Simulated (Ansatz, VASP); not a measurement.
# One calculation of CaS, two programs

```xyz
2
Lattice="0.0000 2.7822 2.7822 2.7822 0.0000 2.7822 2.7822 2.7822 0.0000" Properties=species:S:1:pos:R:3 pbc="T T T"
Ca    0.0000    0.0000    0.0000
S     2.7822    2.7822    2.7822
```

Alike in both runs: functional LDA; k mesh 12 × 12 × 12; occupations fermi-dirac, width 0.08 eV; no spin polarisation.

Ansatz relaxed the structure, and its values are those at the end. VASP's run is a single point on that final structure, the one shown.

|  | VASP | Ansatz |
| --- | --- | --- |
| version | VASP 6.6.1 | Ansatz 0.2.0 |
| potentials or method | VASP PAW LDA potentials, release 64 (Ca_sv, S) | PAW with Ansatz's default frozen-core files, scalar-relativistic |
| plane-wave cutoff (eV) | 500 | 420 |
| valence electrons in the cell | 16 | 16 |

```csv
,VASP,Ansatz,Ansatz less VASP
pressure (GPa),0.2,0.0,-0.26
```

LDA's correlation is that of Perdew and Zunger in VASP and of Perdew and Wang (1992) in Ansatz.
